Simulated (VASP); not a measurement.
# ZnSe (F-43m) in VASP: further runs

The runs below take ZnSe through single point, with r2SCAN.

Everything below comes from runs of VASP 6.6.1. Logs are shortened: lines on timing, memory, paths and dates and some standing lists are left out, and cuts for length are marked.

**1. The cell of the first run**

Symmetry: F-43m, No. 216, cubic system. The conventional cell has a = 5.370 Å, b = 5.370 Å, c = 5.370 Å, α = 90.00°, β = 90.00°, γ = 90.00°. Within 3.1 Å of Zn (site symmetry -43m) lie 4 Se at 2.33 Å. Within 3.1 Å of Se (site symmetry -43m) lie 4 Zn at 2.33 Å.

**2. Single point, r2SCAN**

File POSCAR:

```
ZnSe
1.0
    2.6850642270      2.6850642270      0.0000000000
   -2.6850642270      2.6850642270      0.0000000000
    0.0000000000      2.6850642270      2.6850642270
Zn Se
1 1
Direct
    0.0000000000      0.0000000000      0.0000000000
    0.7500000000      0.2500000000      0.5000000000
```

File INCAR.step1:

```
SYSTEM = ZnSe
ALGO     = Normal         ! electronic algorithm
EDIFF    = 1E-4           ! SCF threshold, eV
ENCUT    = 520            ! plane-wave cutoff, eV
GGA      = PE             ! functional
ISMEAR   = 0              ! smearing method
LASPH    = .TRUE.         ! aspherical terms in the spheres
LCHARG   = .FALSE.        ! write CHGCAR
LREAL    = .FALSE.        ! projectors in reciprocal space
LWAVE    = .TRUE.         ! write WAVECAR
NBANDS   = 16             ! bands
NELM     = 60             ! most SCF steps
PREC     = Accurate       ! precision mode
SIGMA    = 0.01           ! smearing width, eV
```

File INCAR.step2:

```
SYSTEM = ZnSe
ALGO     = Normal         ! electronic algorithm
EDIFF    = 1E-6           ! SCF threshold, eV
ENCUT    = 520            ! plane-wave cutoff, eV
ISIF     = 2              ! what is computed and relaxed
ISMEAR   = 0              ! smearing method
ISTART   = 1            
LASPH    = .TRUE.         ! aspherical terms in the spheres
LCHARG   = .FALSE.        ! write CHGCAR
LMIXTAU  = .TRUE.       
LREAL    = .FALSE.        ! projectors in reciprocal space
LWAVE    = .FALSE.        ! write WAVECAR
METAGGA  = R2SCAN         ! meta-GGA
NBANDS   = 16             ! bands
NELM     = 60             ! most SCF steps
PREC     = Accurate       ! precision mode
SIGMA    = 0.01           ! smearing width, eV
```

File KPOINTS:

```
k-points
0
G
  8 8 8
  0 0 0
```

Potentials or basis: VASP PAW PBE potentials, release 64 (Zn, Se).

The run is started by

```
cat potpaw_PBE.64/Zn/POTCAR potpaw_PBE.64/Se/POTCAR > POTCAR
cp INCAR.step1 INCAR
mpirun -np 1 vasp_std > vasp.out
cp INCAR.step2 INCAR
mpirun -np 1 vasp_std > vasp.out
```

OUTCAR:

```text
SYSTEM = ZnSe
   EDIFF = 1E-6
   ENCUT = 520
   ISIF = 2
   ISMEAR = 0
   ISTART = 1
   LASPH = .TRUE.
   LREAL = .FALSE.
   METAGGA = R2SCAN
   NELM = 60
   PREC = Accurate

 ion  position               nearest neighbor table
   1  0.000  0.000  0.000-   2 2.33   2 2.33   2 2.33   2 2.33
   2  0.750  0.250  0.500-   1 2.33   1 2.33   1 2.33   1 2.33

  LATTYP: Found a face centered cubic cell.
 ALAT       =     5.3701284540

  Lattice vectors:

 A1 = (   0.0000000000,   2.6850642270,   2.6850642270)
 A2 = (   2.6850642270,   0.0000000000,   2.6850642270)
 A3 = (   2.6850642270,   2.6850642270,   0.0000000000)

Analysis of symmetry for initial positions (statically):
=====================================================================
 Subroutine PRICEL returns:
 Original cell was already a primitive cell.

 Routine SETGRP: Setting up the symmetry group for a
 face centered cubic supercell.

 Subroutine GETGRP returns: Found 24 space group operations
 (whereof 24 operations were pure point group operations)
 out of a pool of 48 trial point group operations.

The static configuration has the point symmetry T_d .

Analysis of symmetry for dynamics (positions and initial velocities):
=====================================================================
 Subroutine PRICEL returns:
 Original cell was already a primitive cell.

 Routine SETGRP: Setting up the symmetry group for a
 face centered cubic supercell.

 Subroutine GETGRP returns: Found 24 space group operations
 (whereof 24 operations were pure point group operations)
 out of a pool of 48 trial point group operations.

The dynamic configuration has the point symmetry T_d .

 Subroutine INISYM returns: Found 24 space group operations
 (whereof 24 operations are pure point group operations),
 and found     1 'primitive' translations

----------------------------------------------------------------------------------------

                                     Primitive cell

  volume of cell :      38.7163

  direct lattice vectors                    reciprocal lattice vectors
     2.685064227  2.685064227  0.000000000     0.186215285  0.186215285 -0.186215285
    -2.685064227  2.685064227  0.000000000    -0.186215285  0.186215285 -0.186215285
     0.000000000  2.685064227  2.685064227     0.000000000  0.000000000  0.372430570

  length of vectors
     3.797254246  3.797254246  3.797254246     0.322534335  0.322534335  0.372430570

  position of ions in fractional coordinates (direct lattice)
     0.000000000  0.000000000  0.000000000
     0.750000000  0.250000000  0.500000000
[... 73 lines left out ...]
   LSORBIT =      F    spin-orbit coupling
   LASPH  =      T    aspherical Exc in radial PAW
   ENCUT  =  520.0 eV  38.22 Ry    6.18 a.u.   7.06  7.06  7.06*2*pi/ulx,y,z
   NELM   =     60;   NELMIN=  2; NELMDL=  0     # of ELM steps
   EDIFF  = 0.1E-05   stopping-criterion for ELM
   LREAL  =      F    real-space projection
   EDIFFG = 0.1E-04   stopping-criterion for IOM
   NSW    =      0    number of steps for IOM
   IBRION =     -1    ionic relax: 0-MD 1-quasi-New 2-CG
   NFREE  =      0    steps in history (QN), initial steepest desc. (CG)
   ISIF   =      2    stress and relaxation
   ISYM   =      2    0-nonsym 1-usesym 2-fastsym
   POTIM  = 0.5000    time-step for ionic-motion
   TEBEG  =    0.0;   TEEND  =   0.0 temperature during run
   PSTRESS=    0.0 pullay stress
   NELECT =      18.0000    total number of electrons
   NUPDOWN=      -1.0000    fix difference up-down
   EMIN   =  10.00;   EMAX   =-10.00  energy-range for DOS
   EFERMI =   0.00;   METHOD = LEGACY
   ISMEAR =     0;   SIGMA  =   0.01  broadening in eV -4-tet -1-fermi 0-gaus
   EFERMI_NEDOS =   21; number of points for ismear=-14 and -15
   IALGO  =     38    algorithm
   IMIX   =      4    mixing-type and parameters
     AMIX     =   0.40;   BMIX     =  1.00
     AMIX_MAG =   1.60;   BMIX_MAG =  1.00
  volume/ion in A,a.u.               =      19.36       130.64
  Fermi-wavevector in a.u.,A,eV,Ry     =   1.268239  2.396624 21.884009  1.608429
  Thomas-Fermi vector in A             =   2.401344
   LORBIT       =      0    0 simple, 1 ext, 2 COOP (PROOUT), +10 PAW based schemes
   METAGGA = R2SCAN    functional components
   LHFCALC =     F    Hartree Fock is set to
   AEXX    =    0.0000 exact exchange contribution
   IVDW    =     0    specifies the selected vdW correction
   LEPSILON=     F    determine dielectric tensor
   LRPA    =     F    only Hartree local field effects (RPA)
 non-spin polarized calculation
 Gauss-broadening in eV      SIGMA  =   0.01
  energy-cutoff  :      520.00
  volume of cell :       38.72
 maximum number of plane-waves:      1056
   NGX = 15   NGY = 15   NGZ = 15

 number of electron      18.0000012 magnetization

 Free energy of the ion-electron system (eV)
  ---------------------------------------------------
  ext. energy  EPLUGINS =         0.00000000
  ---------------------------------------------------
  free energy    TOTEN  =       -24.63183806 eV

  energy without entropy =      -24.63183806  energy(sigma->0) =      -24.63183806

 E-fermi :   2.9249     XC(G=0): -10.7377

 val. band max:        2.8440270678   @ k =   0.0000   0.0000   0.0000
 cond. band min:       5.4549465357   @ k =   0.0000   0.0000   0.0000
 fundamental gap:      2.6109194679
 Fermi energy:         2.9249023362

 k-point     1 :       0.0000    0.0000    0.0000
  band No.  band energies     occupation
      1     -12.0992      2.00000
      2      -4.5878      2.00000
      3      -4.5878      2.00000
      4      -4.5877      2.00000
      5      -4.0025      2.00000
      6      -4.0024      2.00000
[... 433 lines left out ...]
      3      -4.3803      2.00000
      4      -4.0824      2.00000
      5      -3.9977      2.00000
      6      -3.7153      2.00000
[... 8 lines left out ...]
     15      16.8558      0.00000
     16      18.0348      0.00000

 [... further k-points ...]
[... 5 lines left out ...]
  --------------------------------------------------------------------------------------
  -------------------------------------------------------------------------------------
  Total        3.6710515      3.6710515      3.6710515      0.0000000      0.0000000     -0.0000000
  in kB      151.9172274    151.9172274    151.9172274      0.0000000      0.0000000     -0.0000000
  external PRESSURE =     151.9172274 kB  Pullay stress =       0.0000000 kB

 VOLUME and BASIS-vectors are now :
 -----------------------------------------------------------------------------
  energy-cutoff  :      520.00
  volume of cell :       38.72
      direct lattice vectors                 reciprocal lattice vectors
     2.685064227  2.685064227  0.000000000     0.186215285  0.186215285 -0.186215285
    -2.685064227  2.685064227  0.000000000    -0.186215285  0.186215285 -0.186215285
     0.000000000  2.685064227  2.685064227     0.000000000  0.000000000  0.372430570

 POSITION                                       TOTAL-FORCE (eV/Angst)
 -----------------------------------------------------------------------------------
      0.00000      0.00000      0.00000        -0.000000     -0.000000      0.000000
      1.34253      4.02760      1.34253         0.000000      0.000000     -0.000000
 -----------------------------------------------------------------------------------
    total drift:                               -0.000038      0.000000     -0.000000

  FREE ENERGIE OF THE ION-ELECTRON SYSTEM (eV)
  ---------------------------------------------------
  free  energy   TOTEN  =       -24.6318380602 eV

  energy  without entropy=      -24.6318380602  energy(sigma->0) =      -24.63183806
```

OSZICAR.step1:

```text
N       E                     dE             d eps       ncg     rms          rms(c)
DAV:   1     0.860410146924E+02    0.86041E+02   -0.88997E+03   944   0.135E+03
DAV:   2    -0.864477197075E+00   -0.86905E+02   -0.81605E+02  1032   0.252E+02
DAV:   3    -0.590355654466E+01   -0.50391E+01   -0.50205E+01  1168   0.595E+01
DAV:   4    -0.594037391036E+01   -0.36817E-01   -0.36814E-01  1080   0.531E+00
DAV:   5    -0.594053241046E+01   -0.15850E-03   -0.15850E-03  1192   0.332E-01    0.654E+00
DAV:   6    -0.566298098320E+01    0.27755E+00   -0.55356E-01  1288   0.267E+01    0.481E+00
DAV:   7    -0.563809859270E+01    0.24882E-01   -0.18871E-01  1096   0.422E+00    0.199E+00
DAV:   8    -0.563739295838E+01    0.70563E-03   -0.57479E-03  1312   0.114E+00    0.508E-01
DAV:   9    -0.563741640086E+01   -0.23442E-04   -0.14298E-03  1016   0.304E-01    0.616E-02
DAV:  10    -0.563749877807E+01   -0.82377E-04   -0.24642E-04  1216   0.161E-01
   1 F= -.56374988E+01 E0= -.56374988E+01  d E =-.296917E-22
```

Run time: 63 s. Hardware: 1 thread of Intel Xeon Platinum 8259CL at 2.50GHz (Skylake/Cascade Lake), shared host; peak memory 0.17 GiB.

What came out:

```yaml
Free_energy: -24.6318 eV
Pressure: 15.2 GPa
Band_gap_on_the_k_mesh: 2.61 eV, direct
```

Levels at points of the mesh, in eV from the valence-band top:
| k point | band 7 | band 8 | band 9 | band 10 | band 11 | band 12 |
| --- | --- | --- | --- | --- | --- | --- |
| (0.00, 0.00, 0.00) | 0.00 | 0.00 | 0.00 | 2.61 | 6.20 | 6.20 |
| (0.50, 0.00, 0.00) | -6.48 | -1.16 | -1.16 | 3.35 | 6.77 | 6.77 |
| (0.50, 0.50, 0.00) | -5.56 | -2.90 | -2.90 | 2.92 | 3.77 | 12.93 |

Caveat: the PAW data sets were made with another functional, which shifts forces and pressure a little.

**3. Single point, r2SCAN**

POSCAR is that of step 2.

File INCAR.step1:

```
PREC = Accurate
ENCUT = 520
ISMEAR = 0
SIGMA = 0.01
LREAL = F
LASPH = T
NELM = 60
NBANDS = 16
GGA = PE
ALGO = Normal
EDIFF = 1E-4
LWAVE = T
LCHARG = F
```

File INCAR.step2:

```
PREC = Accurate
ENCUT = 520
EDIFF = 1E-6
ISMEAR = 0
SIGMA = 0.01
LREAL = F
LASPH = T
NELM = 60
ALGO = Normal
ISIF = 2
LWAVE = F
LCHARG = T
METAGGA = R2SCAN
LMIXTAU = T
LELF = T
LVHAR = T
NBANDS = 16
ISTART = 1
```

File KPOINTS:

```
Automatic mesh
0
Gamma
  8 8 8
```

Potentials or basis: VASP PAW PBE potentials, release 64 (Zn, Se).

The run is started by

```
cat potpaw_PBE.64/Zn/POTCAR potpaw_PBE.64/Se/POTCAR > POTCAR
cp INCAR.step1 INCAR
mpirun -np 1 vasp_std > vasp.out
cp INCAR.step2 INCAR
mpirun -np 1 vasp_std > vasp.out
```

OUTCAR:

```text
PREC = Accurate
   ENCUT = 520
   EDIFF = 1E-6
   ISMEAR = 0
   LREAL = F
   LASPH = T
   NELM = 60
   ISIF = 2
   METAGGA = R2SCAN
   ISTART = 1

 ion  position               nearest neighbor table
   1  0.000  0.000  0.000-   2 2.33   2 2.33   2 2.33   2 2.33
   2  0.750  0.250  0.500-   1 2.33   1 2.33   1 2.33   1 2.33

  LATTYP: Found a face centered cubic cell.
 ALAT       =     5.3701284540

  Lattice vectors:

 A1 = (   0.0000000000,   2.6850642270,   2.6850642270)
 A2 = (   2.6850642270,   0.0000000000,   2.6850642270)
 A3 = (   2.6850642270,   2.6850642270,   0.0000000000)

Analysis of symmetry for initial positions (statically):
=====================================================================
 Subroutine PRICEL returns:
 Original cell was already a primitive cell.

 Routine SETGRP: Setting up the symmetry group for a
 face centered cubic supercell.

 Subroutine GETGRP returns: Found 24 space group operations
 (whereof 24 operations were pure point group operations)
 out of a pool of 48 trial point group operations.
[... 154 lines left out ...]

 Free energy of the ion-electron system (eV)
  ---------------------------------------------------
  ext. energy  EPLUGINS =         0.00000000
  ---------------------------------------------------
  free energy    TOTEN  =       -24.63183806 eV

  energy without entropy =      -24.63183806  energy(sigma->0) =      -24.63183806

 E-fermi :   2.9249     XC(G=0): -10.7377

 val. band max:        2.8440270678   @ k =   0.0000   0.0000   0.0000
 cond. band min:       5.4549465357   @ k =   0.0000   0.0000   0.0000
 fundamental gap:      2.6109194679
 Fermi energy:         2.9249023362

 k-point     1 :       0.0000    0.0000    0.0000
  band No.  band energies     occupation
      1     -12.0992      2.00000
      2      -4.5878      2.00000
      3      -4.5878      2.00000
      4      -4.5877      2.00000
      5      -4.0025      2.00000
      6      -4.0024      2.00000
[... 433 lines left out ...]
      3      -4.3803      2.00000
      4      -4.0824      2.00000
      5      -3.9977      2.00000
      6      -3.7153      2.00000
[... 8 lines left out ...]
     15      16.8558      0.00000
     16      18.0348      0.00000

 [... further k-points ...]
[... 5 lines left out ...]
  --------------------------------------------------------------------------------------
  -------------------------------------------------------------------------------------
  Total        3.6710515      3.6710515      3.6710515      0.0000000      0.0000000     -0.0000000
  in kB      151.9172274    151.9172274    151.9172274      0.0000000      0.0000000     -0.0000000
  external PRESSURE =     151.9172274 kB  Pullay stress =       0.0000000 kB

 VOLUME and BASIS-vectors are now :
 -----------------------------------------------------------------------------
  energy-cutoff  :      520.00
  volume of cell :       38.72
      direct lattice vectors                 reciprocal lattice vectors
     2.685064227  2.685064227  0.000000000     0.186215285  0.186215285 -0.186215285
    -2.685064227  2.685064227  0.000000000    -0.186215285  0.186215285 -0.186215285
     0.000000000  2.685064227  2.685064227     0.000000000  0.000000000  0.372430570

 POSITION                                       TOTAL-FORCE (eV/Angst)
 -----------------------------------------------------------------------------------
      0.00000      0.00000      0.00000        -0.000000     -0.000000      0.000000
      1.34253      4.02760      1.34253         0.000000      0.000000     -0.000000
 -----------------------------------------------------------------------------------
    total drift:                               -0.000038      0.000000     -0.000000

  FREE ENERGIE OF THE ION-ELECTRON SYSTEM (eV)
  ---------------------------------------------------
  free  energy   TOTEN  =       -24.6318380602 eV

  energy  without entropy=      -24.6318380602  energy(sigma->0) =      -24.63183806
```

OSZICAR.step1:

```text
N       E                     dE             d eps       ncg     rms          rms(c)
DAV:   1     0.860410146924E+02    0.86041E+02   -0.88997E+03   944   0.135E+03
DAV:   2    -0.864477197075E+00   -0.86905E+02   -0.81605E+02  1032   0.252E+02
DAV:   3    -0.590355654466E+01   -0.50391E+01   -0.50205E+01  1168   0.595E+01
DAV:   4    -0.594037391036E+01   -0.36817E-01   -0.36814E-01  1080   0.531E+00
DAV:   5    -0.594053241046E+01   -0.15850E-03   -0.15850E-03  1192   0.332E-01    0.654E+00
DAV:   6    -0.566298098320E+01    0.27755E+00   -0.55356E-01  1288   0.267E+01    0.481E+00
DAV:   7    -0.563809859270E+01    0.24882E-01   -0.18871E-01  1096   0.422E+00    0.199E+00
DAV:   8    -0.563739295838E+01    0.70563E-03   -0.57479E-03  1312   0.114E+00    0.508E-01
DAV:   9    -0.563741640086E+01   -0.23442E-04   -0.14298E-03  1016   0.304E-01    0.616E-02
DAV:  10    -0.563749877807E+01   -0.82377E-04   -0.24642E-04  1216   0.161E-01
   1 F= -.56374988E+01 E0= -.56374988E+01  d E =-.296917E-22
```

Run time: 63 s. Hardware: 1 thread of Intel Xeon Platinum 8259CL at 2.50GHz (Skylake/Cascade Lake), shared host; peak memory 0.17 GiB.

What came out:

```
Free energy            : -24.6318 eV
Pressure               : 15.2 GPa
Band gap on the k mesh : 2.61 eV, direct
```

Caveat: the PAW data sets were made with another functional, which shifts forces and pressure a little.

**4. Single point, r2SCAN**

This run uses another cell than the first one, of 20.21 Å³/atom, 1.044 times its volume.

File POSCAR:

```
ZnSe
1.0
    2.7236948459      2.7236948459      0.0000000000
   -2.7236948459      2.7236948459      0.0000000000
    0.0000000000      2.7236948459      2.7236948459
Zn Se
1 1
Direct
    0.0000000000      0.0000000000      0.0000000000
    0.7500000000      0.2500000000      0.5000000000
```

File INCAR.step1:

```
SYSTEM = ZnSe
ALGO = Normal
EDIFF = 1E-4
ENCUT = 520
GGA = PE
ISMEAR = 0
LASPH = .True.
LCHARG = .False.
LREAL = .False.
LWAVE = .True.
NBANDS = 16
NELM = 80
PREC = Accurate
SIGMA = 0.01
```

File INCAR.step2:

```
SYSTEM = ZnSe
ALGO = Normal
EDIFF = 1E-6
ENCUT = 520
ISIF = 2
ISMEAR = 0
ISTART = 1
LASPH = .True.
LCHARG = .False.
LMIXTAU = .True.
LREAL = .False.
LWAVE = .False.
METAGGA = R2SCAN
NBANDS = 16
NELM = 80
PREC = Accurate
SIGMA = 0.01
```

File KPOINTS:

```
k-points
0
Gamma
  8 8 8
  0 0 0
```

The run is started by

```
cat potpaw_PBE.64/Zn/POTCAR potpaw_PBE.64/Se/POTCAR > POTCAR
cp INCAR.step1 INCAR
mpirun -np 1 vasp_std > vasp.out
cp INCAR.step2 INCAR
mpirun -np 1 vasp_std > vasp.out
```

Wall time 85 s (1 thread of Intel Xeon Platinum 8259CL at 2.50GHz (Skylake/Cascade Lake), shared host); peak memory 0.18 GiB.

Results (log left out):

```yaml
Free_energy: -24.7651 eV
Pressure: 10.2 GPa
Band_gap_on_the_k_mesh: 2.41 eV, direct
```

Levels at points of the mesh, in eV from the valence-band top:
```tsv
k point	band 6	band 7	band 8	band 9	band 10	band 11	band 12	band 13
(0.00, 0.00, 0.00)	-6.67	0.00	0.00	0.00	2.41	6.24	6.24	6.24
(0.50, 0.00, 0.00)	-6.47	-6.16	-1.08	-1.08	3.27	6.80	6.80	9.37
(0.50, 0.50, 0.00)	-6.44	-5.34	-2.71	-2.71	3.04	3.81	12.53	12.94
```

Caveat: the PAW data sets were made with another functional, which shifts forces and pressure a little. r2SCAN opens gaps a little over a GGA but as a rule still falls short of measured ones.
